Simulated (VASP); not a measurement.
Here is a VASP 6.6.1 calculation.

Contents of POSCAR:

```
PbF2
1.0
    0.0000000000      2.9636600000      2.9636600000
    2.9636600000      0.0000000000      2.9636600000
    2.9636600000      2.9636600000      0.0000000000
Pb F
1 2
Direct
    0.0000000000      0.0000000000      0.0000000000
    0.2500000000      0.2500000000      0.2500000000
    0.7500000000      0.7500000000      0.7500000000
```

INCAR.step1

```
SYSTEM = PbF2
PREC = Accurate
ENCUT = 600
ISMEAR = 0
SIGMA = 0.02
LREAL = .False.
LASPH = .True.
NELM = 80
GGA = PE
ALGO = Normal
EDIFF = 1E-4
LWAVE = .True.
LCHARG = .False.
```

Contents of INCAR.step2:

```
SYSTEM = PbF2
PREC = Accurate
ENCUT = 600
EDIFF = 1E-6
ISMEAR = 0
SIGMA = 0.02
LREAL = .False.
LASPH = .True.
NELM = 80
ALGO = Normal
ISIF = 3
LWAVE = .False.
LCHARG = .False.
METAGGA = R2SCAN
LMIXTAU = .True.
IBRION = 2
NSW = 100
EDIFFG = -0.005
ISTART = 1
```

The input KPOINTS:

```
regular mesh
0
Gamma
  8 8 8
  0 0 0
```

Potentials or basis: VASP PAW PBE potentials, release 64 (Pb_d, F).

Launch:

```bash
$ cat potpaw_PBE.64/Pb_d/POTCAR potpaw_PBE.64/F/POTCAR > POTCAR
$ cp INCAR.step1 INCAR
$ mpirun -np 1 vasp_std > vasp.out
$ cp INCAR.step2 INCAR
$ mpirun -np 1 vasp_std > vasp.out
```

(1) Predict the relaxed cell.

(2) Predict the band gap on the k mesh.

(3) Predict the relaxed volume.

Results:

(1) a = 4.184 Å, b = 4.184 Å, c = 4.184 Å, α = 60.00°, β = 60.00°, γ = 60.00°.

(2) 4.93 eV (least direct gap 5.08 eV).

(3) 17.27 Å³/atom.

Caveat: the PAW data sets were made with another functional, which shifts forces and pressure a little; spin-orbit coupling is left out, which moves the levels of the heavy elements.
